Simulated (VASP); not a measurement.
Write the native input for VASP 6.6.1 that does the following.

```yaml
Task: single point
Functional: HSE06
Potentials_or_basis: VASP PAW PBE potentials, release 64 (B, N)
Cutoff: 520 eV
k_mesh: 1 × 1 × 1, shifted
Occupations: fermi-dirac, width 0.01 eV
Spin: no spin polarisation
Dipole_correction: no
Grid_for_exact_exchange_PRECFOCK: Fast
Mended: yes
Further_INCAR_settings: LREAL = Auto; ALGO = Normal; EDIFF = 1e-06; NBANDS = 96; ISYM = -1
Share_of_exact_exchange: 0.25
Screening_parameter: 0.2079 1/Å
```

Crystal: BN.

```xyz
36
Lattice="7.4650 0.0000 0.0000 -3.7325 6.4649 0.0000 0.0000 0.0000 6.4955" Properties=species:S:1:pos:R:3 pbc="T T T"
B     0.0010    1.4361    1.6239
B     1.2432    0.7189    4.8716
B    -1.2432    3.5911    1.6239
B    -0.0010    2.8738    4.8716
B    -2.4874    5.7460    1.6239
B    -1.2451    5.0288    4.8716
B     2.4893    1.4361    1.6239
B     3.7316    0.7189    4.8716
B     1.2451    3.5911    1.6239
B     2.4874    2.8738    4.8716
B     0.0010    5.7460    1.6239
B     1.2432    5.0288    4.8716
B     4.9776    1.4361    1.6239
B     6.2199    0.7189    4.8716
B     3.7335    3.5911    1.6239
B     4.9757    2.8738    4.8716
B     2.4893    5.7460    1.6239
B     3.7316    5.0288    4.8716
N     0.0033    1.4347    4.8716
N     1.2409    0.7202    1.6239
N    -1.2409    3.5897    4.8716
N    -0.0033    2.8752    1.6239
N    -2.4850    5.7447    4.8716
N    -1.2475    5.0302    1.6239
N     2.4917    1.4347    4.8716
N     3.7292    0.7202    1.6239
N     1.2475    3.5897    4.8716
N     2.4850    2.8752    1.6239
N     0.0033    5.7447    4.8716
N     1.2409    5.0302    1.6239
N     4.9800    1.4347    4.8716
N     6.2175    0.7202    1.6239
N     3.7358    3.5897    4.8716
N     4.9734    2.8752    1.6239
N     2.4917    5.7447    4.8716
N     3.7292    5.0302    1.6239
```

The input as run:

POSCAR

```
BN
1.0
    7.4650312800      0.0000000000      0.0000000000
   -3.7325156400      6.4649067300      0.0000000000
    0.0000000000      0.0000000000      6.4954828800
B N
18 18
Direct
    0.1111968462      0.2221364871      0.2500000000
    0.2221364871      0.1111968462      0.7500000000
    0.1111968462      0.5554698204      0.2500000000
    0.2221364871      0.4445301796      0.7500000000
    0.1111968462      0.8888031538      0.2500000000
    0.2221364871      0.7778635129      0.7500000000
    0.4445301796      0.2221364871      0.2500000000
    0.5554698204      0.1111968462      0.7500000000
    0.4445301796      0.5554698204      0.2500000000
    0.5554698204      0.4445301796      0.7500000000
    0.4445301796      0.8888031538      0.2500000000
    0.5554698204      0.7778635129      0.7500000000
    0.7778635129      0.2221364871      0.2500000000
    0.8888031538      0.1111968462      0.7500000000
    0.7778635129      0.5554698204      0.2500000000
    0.8888031538      0.4445301796      0.7500000000
    0.7778635129      0.8888031538      0.2500000000
    0.8888031538      0.7778635129      0.7500000000
    0.1114069255      0.2219264078      0.7500000000
    0.2219264078      0.1114069255      0.2500000000
    0.1114069255      0.5552597412      0.7500000000
    0.2219264078      0.4447402588      0.2500000000
    0.1114069255      0.8885930745      0.7500000000
    0.2219264078      0.7780735922      0.2500000000
    0.4447402588      0.2219264078      0.7500000000
    0.5552597412      0.1114069255      0.2500000000
    0.4447402588      0.5552597412      0.7500000000
    0.5552597412      0.4447402588      0.2500000000
    0.4447402588      0.8885930745      0.7500000000
    0.5552597412      0.7780735922      0.2500000000
    0.7780735922      0.2219264078      0.7500000000
    0.8885930745      0.1114069255      0.2500000000
    0.7780735922      0.5552597412      0.7500000000
    0.8885930745      0.4447402588      0.2500000000
    0.7780735922      0.8885930745      0.7500000000
    0.8885930745      0.7780735922      0.2500000000
```

INCAR.step1

```
ALGO = Normal ; EDIFF = 1E-5
ENCUT = 520 ; GGA = PE
GGA_COMPAT = F ; ISIF = 2
ISMEAR = -1 ; ISYM = -1
LASPH = T ; LCHARG = F
LREAL = Auto ; LWAVE = T
NBANDS = 96 ; NELM = 120
PREC = Accurate ; SIGMA = 0.01
```

INCAR.step2

```
ALGO = Normal ; EDIFF = 1E-6
ENCUT = 520 ; GGA = PE
GGA_COMPAT = F ; HFSCREEN = 0.2079
ISIF = 2 ; ISMEAR = -1
ISTART = 1 ; ISYM = -1
LASPH = T ; LCHARG = F
LHFCALC = T ; LREAL = Auto
LWAVE = F ; NBANDS = 96
NELM = 120 ; PREC = Accurate
PRECFOCK = Fast ; SIGMA = 0.01
```

KPOINTS

```
explicit points
1
Reciprocal
  0.25000000   0.25000000   0.25000000 1
```

Potentials or basis: VASP PAW PBE potentials, release 64 (B, N).

The run is started by

```sh
$ cat potpaw_PBE.64/B/POTCAR potpaw_PBE.64/N/POTCAR > POTCAR
$ cp INCAR.step1 INCAR
$ mpirun -np 1 vasp_std > vasp.out
$ cp INCAR.step2 INCAR
$ mpirun -np 1 vasp_std > vasp.out
```

It gave:

The pressure is 3.1 GPa. The band gap on the k mesh is 6.29 eV.

Caveat: the cell stands under pressure; the PAW data sets were made with another functional, which shifts forces and pressure a little; a shifted mesh leaves out Γ, where band edges can lie; this functional lacks dispersion, which binds the layers, so the pressure and a relaxed spacing across them are unreliable.

It took 2.3 min on 1 thread of Intel(R) Xeon(R) 6975P-C (Granite Rapids) (shared host), peak memory 0.55 GiB.
